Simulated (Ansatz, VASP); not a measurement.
**One calculation of Se, two programs**

Contents of INCAR:

```
PREC = Accurate
ENCUT = 520
EDIFF = 1E-7
ISMEAR = -1
SIGMA = 0.05
LREAL = F
LASPH = T
NELM = 150
ALGO = Normal
ISIF = 2
LWAVE = F
LCHARG = T
MAGMOM = 0 0 0 0 0 0 0 0 0
LORBIT = 11
LSORBIT = T
GGA_COMPAT = F
LORBMOM = T
GGA = PE
LVHAR = T
NBANDS = 31
```

Contents of KPOINTS:

```
regular mesh
0
Gamma
  5 5 5
```

The input POSCAR:

```
Se
1.0
    4.3662000000      0.0000000000      0.0000000000
   -2.1831000000      3.7812401180      0.0000000000
    0.0000000000      0.0000000000      4.9536000000
Se
3
Direct
    0.7746000000      0.7746000000      0.0000000000
    0.0000000000      0.2254000000      0.6666666667
    0.2254000000      0.0000000000      0.3333333333
```

The input input.yaml:

```yaml
crystal:
  lattice:
    - [4.3662, 0.0, 0.0]
    - [-2.1831, 3.781240118, 0.0]
    - [0.0, 0.0, 4.9536]
  atoms:
    - { symbol: Se, position: [0.7746, 0.7746, 0.0] }
    - { symbol: Se, position: [0.0, 0.2254, 0.6666666667] }
    - { symbol: Se, position: [0.2254, 0.0, 0.3333333333] }
hamiltonian:
  xc: pbe
  pseudopotentials: { kind: paw_fr }
magnetization:
  noncollinear: true
  spin_orbit: true
kpoints:
  mp_grid: { grid: [5, 5, 5] }
  band_path:
    path:
      - [[0.0, 0.0, 0.0], [0.5, 0.0, 0.0], [0.3333333333, 0.3333333333, 0.0], [0.0, 0.0, 0.0], [0.0, 0.0, 0.5], [0.5, 0.0, 0.5], [0.3333333333, 0.3333333333, 0.5], [0.0, 0.0, 0.5]]
      - [[0.5, 0.0, 0.5], [0.5, 0.0, 0.0]]
      - [[0.3333333333, 0.3333333333, 0.0], [0.3333333333, 0.3333333333, 0.5]]
    npoints: 14
scf:
  occupations: { method: fermi_dirac, width: 0.05 }
  n_extra_bands: 7
output:
  forces: true
  stress: true
  eigenvalues: true
  fatbands: true
```

Alike in both runs: functional PBE; k mesh 5 × 5 × 5; occupations fermi-dirac, width 0.05 eV; non-collinear spin, spin-orbit coupling.

|  | VASP | Ansatz |
| --- | --- | --- |
| version | VASP 6.6.1 | Ansatz 0.2.0 |
| potentials or method | VASP PAW PBE potentials, release 64 (Se) | Ansatz PAW |
| plane-wave cutoff (eV) | 520 | 420 |
| valence electrons in the cell | 18 | 48 |
| task | single point | band structure |

Ansatz gave:

```
pressure (GPa)                                                : 2.9
traceless stress, the component that is largest in VASP (GPa) : 1.21
rms of the force components (eV/Å)                            : 0.240
```

What did VASP give for the same quantities?

Pressure (GPa): 3.0; traceless stress, the component that is largest in VASP (GPa): 1.26; rms of the force components (eV/Å): 0.259.

Atom by atom the forces differ by 0.020 eV/Å (rms over components). The functional is the same, so the differences come from potentials, cutoffs and numerics. VASP's potentials hold 18 valence electrons a cell and Ansatz's 48, so a difference there can come from the potentials and not from the codes.

Noted on Ansatz's run: the k mesh misses the band edges, so the gap on the mesh is wider than the one along the path.
